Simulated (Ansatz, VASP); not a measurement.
# PbS in VASP and in Ansatz

The input INCAR:

```
SYSTEM = PbS
PREC     = Accurate       ! precision mode
ENCUT    = 520            ! plane-wave cutoff, eV
EDIFF    = 1E-6           ! SCF threshold, eV
ISMEAR   = 0              ! smearing method
SIGMA    = 0.05           ! smearing width, eV
LREAL    = .False.        ! projectors in reciprocal space
LASPH    = .True.         ! aspherical terms in the spheres
NELM     = 150            ! most SCF steps
ALGO     = Normal         ! electronic algorithm
ISIF     = 2              ! what is computed and relaxed
LWAVE    = .False.        ! write WAVECAR
LCHARG   = .False.        ! write CHGCAR
MAGMOM   = 0 0 0 0 0 0    ! initial moments
LORBIT   = 11             ! projections on sites
LSORBIT  = .True.         ! spin-orbit coupling
GGA_COMPAT= .False.      
LORBMOM  = .True.       
GGA      = PE             ! functional
NBANDS   = 32             ! bands
```

Contents of KPOINTS:

```
Automatic mesh
0
Gamma
  6 6 6
  0 0 0
```

The input POSCAR:

```
PbS
1.0
    0.0000000000      3.3783301389      3.3783301389
    3.3783301389      0.0000000000      3.3783301389
    3.3783301389      3.3783301389      0.0000000000
Pb S
1 1
Direct
    0.0000000000      0.0000000000      0.0000000000
    0.2500000000      0.2500000000      0.2500000000
```

Input for Ansatz:

```yaml
crystal:
  lattice:
    - [0.0, 3.3783301389, 3.3783301389]
    - [3.3783301389, 0.0, 3.3783301389]
    - [3.3783301389, 3.3783301389, 0.0]
  atoms:
    - { symbol: Pb, position: [0.0, 0.0, 0.0] }
    - { symbol: S, position: [0.25, 0.25, 0.25] }
basis:
  ecutwfc: 420
  ecutrho_ratio: 4
kpoints:
  mp_grid: { grid: [6, 6, 6] }
hamiltonian:
  xc: pbe
scf:
  occupations: { method: gaussian, width: 0.05 }
output:
  forces: true
  stress: true
  eigenvalues: true
  populations: true
  topological_invariants: true
magnetization:
  noncollinear: true
  spin_orbit: true
```

Alike in both runs: task single point; functional PBE; k mesh 6 × 6 × 6; occupations gaussian, width 0.05 eV; non-collinear spin, spin-orbit coupling.

|  | VASP | Ansatz |
| --- | --- | --- |
| version | VASP 6.6.1 | Ansatz 0.2.0 |
| potentials or method | VASP PAW PBE potentials, release 64 (Pb_d, S), cutoff 520 eV | plane waves, PAW |
| valence electrons in the cell | 20 | 20 |

|  | VASP | Ansatz | Ansatz less VASP |
| --- | --- | --- | --- |
| pressure (GPa) | -1.6 | -1.6 | +0.03 |
| net moment per atom (μB) | 0.00 | 0.00 | 0.000 |
